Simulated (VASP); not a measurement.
Here is a VASP 6.6.1 calculation.

INCAR

```
SYSTEM = SnSe
PREC = Accurate
ENCUT = 500
EDIFF = 1E-6
ISMEAR = -1
SIGMA = 0.02
LREAL = .FALSE.
LASPH = .TRUE.
NELM = 120
ALGO = Normal
ISIF = 2
LWAVE = .FALSE.
LCHARG = .FALSE.
GGA = PE
NBANDS = 17
GGA_COMPAT = .FALSE.
```

KPOINTS

```
Automatic mesh
0
G
  8 8 8
  0 0 0
```

POSCAR

```
SnSe
1.0
    0.0000000000      2.9120497591      3.0253233071
    2.9120497591      0.0000000000      3.0253233071
    2.9120497591      2.9120497591      0.0000000000
Sn Se
1 1
Direct
    0.0000000000      0.0000000000      0.0000000000
    0.5000000000      0.5000000000      0.5000000000
```

Potentials or basis: VASP PAW PBE potentials, release 64 (Sn_d, Se).

The run is started by

```bash
$ cat potpaw_PBE.64/Sn_d/POTCAR potpaw_PBE.64/Se/POTCAR > POTCAR
$ mpirun -np 1 vasp_std > vasp.out
```

(1) What does it give for the band gap on the k mesh?

(2) What does it give for the pressure?

## Answers

(1) 0.72 eV, indirect (least direct gap 0.77 eV).

(2) 4.8 GPa.

Caveat: the cell differs from its parent crystal (epitaxial xy strain -3.0%); spin-orbit coupling is left out, which moves the levels of the heavy elements.
